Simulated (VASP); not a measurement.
Write the native input for VASP 6.6.1 that does the following.

```
Task                   : single point
Functional             : PBE
Potentials or basis    : VASP PAW PBE potentials, release 64 (Ge_d, Sb, Te)
Cutoff                 : 520 eV
k mesh                 : 9 × 9 × 2
Occupations            : gaussian, width 0.01 eV
Spin                   : no spin polarisation
Dipole correction      : no
Further INCAR settings : ALGO = Normal; EDIFF = 1e-06; NBANDS = 44
```

The structure of Ge2Sb2Te5 lies in POSCAR:

```
Ge2Sb2Te5
1.0
    4.2629490295      0.0000000000      0.0000000000
   -2.1314745147      3.6918221546      0.0000000000
    0.0000000000      0.0000000000     18.0976006795
Ge Sb Te
2 2 5
Direct
    0.0000000000      0.0000000000      0.3313200918
    0.0000000000      0.0000000000      0.6686799082
    0.3333333333      0.6666666667      0.1120971408
    0.6666666667      0.3333333333      0.8879028592
    0.0000000000      0.0000000000      0.0000000000
    0.3333333333      0.6666666667      0.7914345914
    0.6666666667      0.3333333333      0.2085654086
    0.3333333333      0.6666666667      0.4096023866
    0.6666666667      0.3333333333      0.5903976134
```

These files were run (other wordings do the same):

INCAR

```
SYSTEM = Ge2Sb2Te5
  PREC = Accurate
  ENCUT = 520
  EDIFF = 1E-6
  ISMEAR = 0
  SIGMA = 0.01
  LREAL = .False.
  LASPH = .True.
  NELM = 100
  ALGO = Normal
  ISIF = 2
  LWAVE = .False.
  LCHARG = .False.
  GGA = PE
  NBANDS = 44
```

KPOINTS

```
regular mesh
0
Gamma
  9 9 2
  0 0 0
```

Potentials or basis: VASP PAW PBE potentials, release 64 (Ge_d, Sb, Te).

Command:

```console
$ cat potpaw_PBE.64/Ge_d/POTCAR potpaw_PBE.64/Sb/POTCAR potpaw_PBE.64/Te/POTCAR > POTCAR
$ mpirun -np 1 vasp_std > vasp.out
```

Results of the run:

```yaml
Pressure: 0.0 GPa
Largest_force: 0.018 eV/Å
Band_gap_on_the_k_mesh: 0.17 eV, indirect (least direct gap 0.25 eV)
```

Caveat: spin-orbit coupling is left out, which moves the levels of the heavy elements; this functional lacks dispersion, which binds the layers, so the pressure and a relaxed spacing across them are unreliable.

Run time: 9.1 min on 1 thread of Intel(R) Xeon(R) Platinum 8259CL CPU @ 2.50GHz (Skylake/Cascade Lake), on a shared host, peak memory 0.53 GiB.
